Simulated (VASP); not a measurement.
MgSe: single point with PBEsol+D3(BJ)

The system is MgSe.

```
CELL_PARAMETERS angstrom
0.00000 2.72550 2.72550
2.72550 0.00000 2.72550
2.72550 2.72550 0.00000
ATOMIC_POSITIONS crystal
Mg 0.00000 0.00000 0.00000
Se 0.50000 0.50000 0.50000
```

```
Program             : VASP 6.6.1
Task                : single point
Functional          : PBEsol
Dispersion          : D3(BJ)
Potentials or basis : VASP PAW PBE potentials, release 64 (Mg, Se)
Cutoff              : 600 eV
k mesh              : 6 × 6 × 6
Occupations         : fermi-dirac, width 0.02 eV
Spin                : no spin polarisation
```

```yaml
Pressure: -2.7 GPa
Band_gap_on_the_k_mesh: 1.76 eV, indirect (least direct gap 2.50 eV)
Dispersion_energy_per_atom: -0.329 eV
```

Levels at points of the mesh, in eV from the valence-band top:
```
           k point  band 1  band 2  band 3  band 4  band 5  band 6  band 7  band 8
(0.00, 0.00, 0.00)  -12.97    0.00    0.00    0.00    2.50    7.33    7.33    7.33
(0.50, 0.00, 0.00)  -11.84   -5.00   -0.59   -0.59    3.70    6.04    6.04    8.59
(0.50, 0.50, 0.00)  -11.52   -4.32   -1.81   -1.81    1.76    3.84   11.64   12.11
```

Run time: 13 s on 1 thread of AMD EPYC 7R13, on a shared host, peak memory 0.15 GiB.

Caveat: the PAW data sets were made with another functional, which shifts forces and pressure a little. PBEsol gaps usually lie below the measured ones, often by a third to a half.
